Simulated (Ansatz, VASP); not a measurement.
**CsCr in VASP and in Ansatz**

```
Cs Cr
1.0
     4.63847    0.00000    0.00000
     0.00000    4.63847    0.00000
     0.00000    0.00000    4.63847
Cs Cr
1 1
Direct
  0.00000 0.00000 0.00000
  0.50000 0.50000 0.50000
```

Alike in both runs: functional PBE; k mesh 4 × 4 × 4; occupations gaussian, width 0.1 eV; collinear spin.

Ansatz relaxed the structure, and its values are those at the end. VASP's run is a single point on that final structure, the one shown.

|  | VASP | Ansatz |
| --- | --- | --- |
| version | VASP 6.6.1 | Ansatz 0.2.0 |
| potentials or method | VASP PAW PBE potentials, release 64 (Cs_sv, Cr_pv), cutoff 520 eV | scalar-relativistic, plane waves, PAW |
| valence electrons in the cell | 21 | 23 |

|  | VASP | Ansatz | Ansatz less VASP |
| --- | --- | --- | --- |
| gap on the k mesh at the Fermi level (eV) | none | none | - |
| pressure (GPa) | 0.1 | 0.1 | +0.01 |
| net moment per atom (μB) | 2.53 | 2.53 | 0.000 |
| size of the moment on the site where the two differ most (μB) | 4.26 | 4.77 | +0.509 |

Site moments also hang on the region over which each program counts them. A gap of «none» marks a metal or a gap that the smearing closes. VASP's potentials hold 21 valence electrons a cell and Ansatz's 23, so a difference there can come from the potentials and not from the codes.

Neither program's run includes spin-orbit coupling.
